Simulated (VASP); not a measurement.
**ZnSe (Stilleite): single point with HSE06**

ZnSe (Stilleite):

```
Zn Se
1.0
     4.00760    0.00000    0.00000
     2.00380    3.47068    0.00000
     2.00380    1.15689    3.27219
Zn Se
1 1
Direct
  0.00000 0.00000 0.00000
  0.25000 0.25000 0.25000
```

```json
{
 "Program": "VASP 6.6.1",
 "Task": "single point",
 "Functional": "HSE06",
 "Potentials or basis": "VASP PAW PBE potentials, release 64 (Zn, Se)",
 "Cutoff": "400 eV",
 "k mesh": "4 × 4 × 4",
 "Occupations": "gaussian, width 0.01 eV",
 "Spin": "no spin polarisation",
 "Dipole correction": "no",
 "Grid for exact exchange (PRECFOCK)": "Normal",
 "Further INCAR settings": "ALGO = Normal; EDIFF = 1e-06; NBANDS = 16",
 "Screening parameter": "0.2079 1/Å"
}
```

```yaml
Pressure: 1.2 GPa
Band_gap_on_the_k_mesh: 2.43 eV, direct
```

Levels at points of the mesh, in eV from the valence-band top:
```csv
k point,band 7,band 8,band 9,band 10,band 11,band 12
"(0.00, 0.00, 0.00)",0.00,0.00,0.00,2.43,6.94,6.94
"(0.50, 0.00, 0.00)",-5.53,-0.91,-0.91,3.66,7.49,7.49
"(0.50, 0.50, 0.00)",-5.13,-2.31,-2.31,3.86,4.50,12.18
```

It took 4.4 min on 1 thread of Intel(R) Xeon(R) Platinum 8488C (Sapphire Rapids), with other jobs on the host, peak memory 0.26 GiB.

Caveat: the k points lie up to 0.48 Å⁻¹ apart; the PAW data sets were made with another functional, which shifts forces and pressure a little.
